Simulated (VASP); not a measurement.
# Ag: single point with PBE

The system is Ag.

```
CELL_PARAMETERS angstrom
2.67567 0.00000 0.00000
0.00000 2.67567 0.00000
0.00000 0.00000 2.67567
ATOMIC_POSITIONS crystal
Ag 0.00000 0.00000 0.00000
```

This cell differs from its parent crystal: volume scaled by 0.92.

```json
{
  "Program": "VASP 6.6.1",
  "Task": "single point",
  "Functional": "PBE",
  "Potentials or basis": "VASP PAW PBE potentials, release 64 (Ag)",
  "Cutoff": "520 eV",
  "k mesh": "16 × 16 × 16",
  "Occupations": "fermi-dirac, width 0.08 eV",
  "Spin": "no spin polarisation"
}
```

The pressure is 6.9 GPa.

Levels at points of the mesh, in eV from the Fermi level:
| k point | band 3 | band 4 | band 5 | band 6 | band 7 | band 8 |
| --- | --- | --- | --- | --- | --- | --- |
| (0.00, 0.00, 0.00) | -6.09 | -2.77 | -2.77 | -2.77 | 14.54 | 14.54 |
| (0.50, 0.00, 0.00) | -3.86 | -3.86 | -2.67 | -0.70 | 2.00 | 17.34 |
| (0.50, 0.50, 0.00) | -3.66 | -3.66 | -1.91 | 3.96 | 3.96 | 8.19 |
| (0.50, 0.50, 0.50) | -5.50 | -1.84 | -1.84 | 8.94 | 8.94 | 8.94 |

Run time: 17 s on 1 thread of Intel Xeon 6975P-C (shared host), peak memory 0.15 GiB.
